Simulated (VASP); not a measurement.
A run of VASP 6.6.1 is set up as follows.

The input INCAR:

```
SYSTEM = Cd
ALGO     = Normal         ! electronic algorithm
EDIFF    = 1E-6           ! SCF threshold, eV
ENCUT    = 520            ! plane-wave cutoff, eV
GGA      = PE             ! functional
ISIF     = 2              ! what is computed and relaxed
ISMEAR   = -1             ! smearing method
LASPH    = .TRUE.         ! aspherical terms in the spheres
LCHARG   = .FALSE.        ! write CHGCAR
LREAL    = .FALSE.        ! projectors in reciprocal space
LWAVE    = .FALSE.        ! write WAVECAR
NBANDS   = 12             ! bands
NELM     = 100            ! most SCF steps
PREC     = Accurate       ! precision mode
SIGMA    = 0.1            ! smearing width, eV
```

The input KPOINTS:

```
k-points
0
G
  13 13 13
  0 0 0
```

Contents of POSCAR:

```
Cd
1.0
   -1.8007863773      1.8007863773      1.8007863773
    1.8007863773     -1.8007863773      1.8007863773
    1.8007863773      1.8007863773     -1.8007863773
Cd
1
Direct
    0.0000000000      0.0000000000      0.0000000000
```

Potentials or basis: VASP PAW PBE potentials, release 64 (Cd).

Command:

```sh
$ cat potpaw_PBE.64/Cd/POTCAR > POTCAR
$ mpirun -np 1 vasp_std > vasp.out
```

Task: What does it give for the pressure?

Result: 0.2 GPa.

Task: What does it give for the band gap on the k mesh?

Result: Zero (band 6 reaches 4.94 eV, above the bottom of band 7 at 1.48 eV).
